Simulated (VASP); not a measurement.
# Pd (Fm-3m) in VASP: further runs

The runs below take Pd through single point, with PBE.

All numbers are computed with VASP 6.6.1; they aren't measurements. Logs are shortened: lines on timing, memory, paths and dates and some standing lists are left out, and cuts for length are marked.

## 1. The cell of the first run

It takes space group Fm-3m (No. 225, cubic). The conventional cell has a = 3.947 Å, b = 3.947 Å, c = 3.947 Å, α = 90.00°, β = 90.00°, γ = 90.00°. Within 3.7 Å of Pd (site symmetry m-3m) lie 12 Pd at 2.79 Å.

## 2. Single point, PBE, collinear spin, ferromagnetic start

File INCAR:

```
SYSTEM = Pd
PREC = Accurate
ENCUT = 520
EDIFF = 1E-6
ISMEAR = 1
SIGMA = 0.2
LREAL = .False.
LASPH = .True.
NELM = 150
ALGO = Normal
ISIF = 2
LWAVE = .False.
LCHARG = .False.
ISPIN = 2
MAGMOM = 0.288
LORBIT = 11
LMAXMIX = 4
GGA = PE
NBANDS = 15
```

File KPOINTS:

```
Automatic mesh
0
Gamma
  14 14 14
  0 0 0
```

File POSCAR:

```
Pd
1.0
    0.0000000000      1.9737080107      1.9737080107
    1.9737080107      0.0000000000      1.9737080107
    1.9737080107      1.9737080107      0.0000000000
Pd
1
Direct
    0.0000000000      0.0000000000      0.0000000000
```

Potentials or basis: VASP PAW PBE potentials, release 64 (Pd).

Launch:

```
cat potpaw_PBE.64/Pd/POTCAR > POTCAR
mpirun -np 1 vasp_std > vasp.out
```

OUTCAR:

```text
SYSTEM = Pd
   PREC = Accurate
   ENCUT = 520
   EDIFF = 1E-6
   ISMEAR = 1
   LREAL = .False.
   LASPH = .True.
   NELM = 150
   ISIF = 2
   ISPIN = 2
   LORBIT = 11
   GGA = PE

 ion  position               nearest neighbor table
   1  0.000  0.000  0.000-

  LATTYP: Found a face centered cubic cell.
 ALAT       =     3.9474160214

  Lattice vectors:

 A1 = (   0.0000000000,   1.9737080107,   1.9737080107)
 A2 = (   1.9737080107,   0.0000000000,   1.9737080107)
 A3 = (   1.9737080107,   1.9737080107,   0.0000000000)

Analysis of symmetry for initial positions (statically):
=====================================================================
 Subroutine PRICEL returns:
 Original cell was already a primitive cell.

 Routine SETGRP: Setting up the symmetry group for a
 face centered cubic supercell.

 Subroutine GETGRP returns: Found 48 space group operations
 (whereof 48 operations were pure point group operations)
 out of a pool of 48 trial point group operations.

The static configuration has the point symmetry O_h .

Analysis of symmetry for dynamics (positions and initial velocities):
=====================================================================
 Subroutine PRICEL returns:
 Original cell was already a primitive cell.

 Routine SETGRP: Setting up the symmetry group for a
 face centered cubic supercell.

 Subroutine GETGRP returns: Found 48 space group operations
 (whereof 48 operations were pure point group operations)
 out of a pool of 48 trial point group operations.

The dynamic configuration has the point symmetry O_h .

Analysis of structural, dynamic, and magnetic symmetry:
=====================================================================
 Subroutine PRICEL returns:
 Original cell was already a primitive cell.

 Routine SETGRP: Setting up the symmetry group for a
 face centered cubic supercell.

 Subroutine GETGRP returns: Found 48 space group operations
 (whereof 48 operations were pure point group operations)
 out of a pool of 48 trial point group operations.

The overall configuration has the point symmetry O_h .

 Subroutine INISYM returns: Found 48 space group operations
 (whereof 48 operations are pure point group operations),
 and found     1 'primitive' translations

----------------------------------------------------------------------------------------

                                     Primitive cell

  volume of cell :      15.3773

  direct lattice vectors                    reciprocal lattice vectors
     0.000000000  1.973708011  1.973708011    -0.253330278  0.253330278  0.253330278
     1.973708011  0.000000000  1.973708011     0.253330278 -0.253330278  0.253330278
     1.973708011  1.973708011  0.000000000     0.253330278  0.253330278 -0.253330278

  length of vectors
     2.791244637  2.791244637  2.791244637     0.438780913  0.438780913  0.438780913

  position of ions in fractional coordinates (direct lattice)
     0.000000000  0.000000000  0.000000000

  ion indices of the primitive-cell ions
   primitive index   ion index
                 1           1

----------------------------------------------------------------------------------------

 KPOINTS: Automatic mesh

Automatic generation of k-mesh.
 Grid dimensions read from file:
 generate k-points for:   14   14   14

 Generating k-lattice:

  Cartesian coordinates                     Fractional coordinates (reciprocal lattice)
    -0.018095020  0.018095020  0.018095020     0.071428571  0.000000000  0.000000000
     0.018095020 -0.018095020  0.018095020     0.000000000  0.071428571  0.000000000
     0.018095020  0.018095020 -0.018095020     0.000000000  0.000000000  0.071428571

  Length of vectors
     0.031341494  0.031341494  0.031341494

  Shift w.r.t. Gamma in fractional coordinates (k-lattice)
     0.000000000  0.000000000  0.000000000

 Subroutine IBZKPT returns following result:
 ===========================================

 Found    104 irreducible k-points:

 Following reciprocal coordinates:
            Coordinates               Weight
  0.000000  0.000000  0.000000      1.000000
  0.071429  0.000000  0.000000      8.000000
  0.142857  0.000000  0.000000      8.000000
  0.214286  0.000000  0.000000      8.000000
  0.285714  0.000000  0.000000      8.000000
  0.357143  0.000000  0.000000      8.000000
[... 16 lines left out ...]
  0.214286  0.142857  0.000000     24.000000
  0.285714  0.142857  0.000000     24.000000
 [... further k-points ...]
   k-points           NKPTS =    104   k-points in BZ     NKDIM =    104   number of bands    NBANDS=     15
   number of dos      NEDOS =    301   number of ions     NIONS =      1
   total plane-waves  NPLWV =  13824
   dimension x,y,z NGX =    24 NGY =   24 NGZ =   24
   dimension x,y,z NGXF=    48 NGYF=   48 NGZF=   48
   ions per type =               1
   NGX,Y,Z   is equivalent  to a cutoff of  14.29, 14.29, 14.29 a.u.
   NGXF,Y,Z  is equivalent  to a cutoff of  28.59, 28.59, 28.59 a.u.
 SYSTEM =  Pd
   PREC   = accura    normal or accurate (medium, high low for compatibility)
   ISTART =      0    job   : 0-new  1-cont  2-samecut
   ICHARG =      2    charge: 1-file 2-atom 10-const
   ISPIN  =      2    spin polarized calculation?
   LNONCOLLINEAR =      F non collinear calculations
   LSORBIT =      F    spin-orbit coupling
   LASPH  =      T    aspherical Exc in radial PAW
   ENCUT  =  520.0 eV  38.22 Ry    6.18 a.u.   5.19  5.19  5.19*2*pi/ulx,y,z
   NELM   =    150;   NELMIN=  2; NELMDL= -5     # of ELM steps
   EDIFF  = 0.1E-05   stopping-criterion for ELM
   LREAL  =      F    real-space projection
   EDIFFG = 0.1E-04   stopping-criterion for IOM
   NSW    =      0    number of steps for IOM
   IBRION =     -1    ionic relax: 0-MD 1-quasi-New 2-CG
   NFREE  =      0    steps in history (QN), initial steepest desc. (CG)
   ISIF   =      2    stress and relaxation
   ISYM   =      2    0-nonsym 1-usesym 2-fastsym
   POTIM  = 0.5000    time-step for ionic-motion
   TEBEG  =    0.0;   TEEND  =   0.0 temperature during run
   PSTRESS=    0.0 pullay stress
   NELECT =      10.0000    total number of electrons
   NUPDOWN=      -1.0000    fix difference up-down
   EMIN   =  10.00;   EMAX   =-10.00  energy-range for DOS
   EFERMI =   0.00;   METHOD = LEGACY
   ISMEAR =     1;   SIGMA  =   0.20  broadening in eV -4-tet -1-fermi 0-gaus
   EFERMI_NEDOS =   21; number of points for ismear=-14 and -15
   IALGO  =     38    algorithm
   IMIX   =      4    mixing-type and parameters
     AMIX     =   0.40;   BMIX     =  1.00
     AMIX_MAG =   1.60;   BMIX_MAG =  1.00
  volume/ion in A,a.u.               =      15.38       103.77
  Fermi-wavevector in a.u.,A,eV,Ry     =   1.418345  2.680284 27.370881  2.011703
  Thomas-Fermi vector in A             =   2.539480
   LORBIT       =     11    0 simple, 1 ext, 2 COOP (PROOUT), +10 PAW based schemes
   GGA     = PE    functional components
   LHFCALC =     F    Hartree Fock is set to
   AEXX    =    0.0000 exact exchange contribution
   IVDW    =     0    specifies the selected vdW correction
   LEPSILON=     F    determine dielectric tensor
   LRPA    =     F    only Hartree local field effects (RPA)
 spin polarized calculation
 Methfessel and Paxton  Order N= 1 SIGMA  =   0.20
  energy-cutoff  :      520.00
  volume of cell :       15.38
 maximum number of plane-waves:       428
 NGX is ok and might be reduce to    24
   NGX = 11   NGY = 11   NGZ = 11

 number of electron      10.0000000 magnetization       0.4452998

 Free energy of the ion-electron system (eV)
  ---------------------------------------------------
  ext. energy  EPLUGINS =         0.00000000
  ---------------------------------------------------
  free energy    TOTEN  =        -5.21431548 eV

  energy without entropy =       -5.21265765  energy(sigma->0) =       -5.21376287

 E-fermi :   9.1336     XC(G=0): -12.9264

 val. band max:        9.1300928020   @ k =  -0.3571   0.2857   0.1429
 cond. band min:       9.1349164021   @ k =   0.5000   0.4286   0.0000
 fundamental gap:      0.0048236001
 Fermi energy:         9.1336117392

 spin component 1

 k-point     1 :       0.0000    0.0000    0.0000
  band No.  band energies     occupation
      1       2.2562      1.00000
      2       6.2688      1.00000
      3       6.2688      1.00000
      4       6.2688      1.00000
      5       7.8004      1.00000
      6       7.8004      1.00000
      7      26.2543      0.00000
      8      30.7909      0.00000
      9      30.7909      0.00000
     10      30.7909      0.00000
     11      35.1837      0.00000
     12      36.0651      0.00000
     13      38.8261      0.00000
     14      38.8261      0.00000
     15      38.8261      0.00000
[... 397 lines left out ...]
 k-point    24 :       0.2857    0.1429    0.0000
  band No.  band energies     occupation
      1       4.2724      1.00000
      2       5.5817      1.00000
      3       6.5808      1.00000
      4       6.9529      1.00000
      5       7.9526      1.00000
      6       8.3206      1.00000
      7      24.0642      0.00000
      8      27.4845      0.00000
      9      28.4010      0.00000
     10      30.3662      0.00000
     11      34.4882      0.00000
     12      35.5243      0.00000
     13      36.7875      0.00000
     14      37.1006      0.00000
     15      40.2249      0.00000

 [... further k-points ...]

 spin component 2

 k-point     1 :       0.0000    0.0000    0.0000
  band No.  band energies     occupation
      1       2.2923      1.00000
      2       6.6163      1.00000
      3       6.6163      1.00000
      4       6.6163      1.00000
      5       8.0859      1.00000
      6       8.0859      1.00000
      7      26.2688      0.00000
      8      30.8072      0.00000
      9      30.8072      0.00000
     10      30.8072      0.00000
     11      35.5890      0.00000
     12      36.1958      0.00000
     13      38.9123      0.00000
     14      38.9123      0.00000
     15      38.9123      0.00000
[... 397 lines left out ...]
 k-point    24 :       0.2857    0.1429    0.0000
  band No.  band energies     occupation
      1       4.3587      1.00000
      2       5.8775      1.00000
      3       6.8757      1.00000
      4       7.2877      1.00000
      5       8.2473      1.00000
      6       8.6339      1.00116
      7      24.1511      0.00000
      8      27.5187      0.00000
      9      28.4797      0.00000
     10      30.4280      0.00000
     11      34.6573      0.00000
     12      36.0322      0.00000
     13      36.8423      0.00000
     14      37.1705      0.00000
     15      40.3190      0.00000

 [... further k-points ...]

------------------------ aborting loop because EDIFF is reached ----------------------------------------

  FORCE on cell =-STRESS in cart. coord.  units (eV):
  Direction    XX          YY          ZZ          XY          YZ          ZX
  --------------------------------------------------------------------------------------
  -------------------------------------------------------------------------------------
  Total       -0.0331208     -0.0331208     -0.0331208      0.0000000      0.0000000     -0.0000000
  in kB       -3.4509071     -3.4509071     -3.4509071      0.0000000      0.0000000     -0.0000000
  external PRESSURE =      -3.4509071 kB  Pullay stress =       0.0000000 kB

 VOLUME and BASIS-vectors are now :
 -----------------------------------------------------------------------------
  energy-cutoff  :      520.00
  volume of cell :       15.38
      direct lattice vectors                 reciprocal lattice vectors
     0.000000000  1.973708011  1.973708011    -0.253330278  0.253330278  0.253330278
     1.973708011  0.000000000  1.973708011     0.253330278 -0.253330278  0.253330278
     1.973708011  1.973708011  0.000000000     0.253330278  0.253330278 -0.253330278

 POSITION                                       TOTAL-FORCE (eV/Angst)
 -----------------------------------------------------------------------------------
      0.00000      0.00000      0.00000         0.000000     -0.000000      0.000000
 -----------------------------------------------------------------------------------
    total drift:                               -0.000000      0.000000     -0.000000

  FREE ENERGIE OF THE ION-ELECTRON SYSTEM (eV)
  ---------------------------------------------------
  free  energy   TOTEN  =        -5.2143154814 eV

  energy  without entropy=       -5.2126576473  energy(sigma->0) =       -5.21376287

 total charge

# of ion       s       p       d       tot
------------------------------------------
    1        0.471   0.436   8.451   9.357

 magnetization (x)

# of ion       s       p       d       tot
------------------------------------------
    1        0.001  -0.006   0.450   0.445
```

It took 23 s on 1 thread of Intel Xeon 6975P-C, shared host; peak memory 0.17 GiB.

What came out:

```
Free energy                                           : -5.2143 eV
Pressure                                              : -0.3 GPa
Net moment                                            : 0.45 μB per cell
Site moments                                          : Pd +0.45 μB
Valence electrons inside the program's atomic spheres : Pd 9.36
```

## 3. Single point, PBE, collinear spin, ferromagnetic start

File INCAR:

```
  PREC = Accurate
  ENCUT = 520
  EDIFF = 1E-7
  ISMEAR = 1
  SIGMA = 0.3
  LREAL = False
  LASPH = True
  NELM = 150
  ALGO = Normal
  ISIF = 2
  LWAVE = False
  LCHARG = False
  ISPIN = 2
  MAGMOM = 0.288
  LORBIT = 11
  LMAXMIX = 4
  GGA = PE
  NBANDS = 15
```

File KPOINTS:

```
Automatic mesh
0
Gamma
  14 14 14
```

POSCAR is that of step 2.

Potentials or basis: VASP PAW PBE potentials, release 64 (Pd).

Launch:

```
cat potpaw_PBE.64/Pd/POTCAR > POTCAR
mpirun -np 1 vasp_std > vasp.out
```

It took 30 s on 1 thread of Intel Xeon 6975P-C, shared host; peak memory 0.17 GiB.

It converged, with:

```yaml
Free_energy: -5.2166 eV
Pressure: -0.5 GPa
Net_moment: 0.31 μB per cell
Site_moments: Pd +0.31 μB
Valence_electrons_inside_the_program's_atomic_spheres: Pd 9.36
```

Levels at points of the mesh, in eV from the Fermi level:
Spin up:
```
           k point  band 3  band 4  band 5  band 6  band 7  band 8
(0.00, 0.00, 0.00)   -2.79   -2.79   -1.27   -1.27   17.14   21.68
(0.50, 0.00, 0.00)   -2.82   -0.17   -0.17    1.08    6.90   16.49
(0.50, 0.50, 0.00)   -0.18    0.11    0.11    3.33   10.27   12.95
```
Spin down:
```csv
k point,band 1,band 2,band 3,band 4,band 5,band 6,band 7,band 8,band 9,band 10
"(0.00, 0.00, 0.00)",-6.83,-2.55,-2.55,-2.55,-1.07,-1.07,17.15,21.69,21.69,21.69
"(0.50, 0.00, 0.00)",-4.92,-2.61,-2.61,0.08,0.08,1.09,7.06,16.49,20.70,20.70
"(0.50, 0.50, 0.00)",-5.00,-4.70,0.03,0.39,0.39,3.34,10.38,12.98,12.98,20.98
```
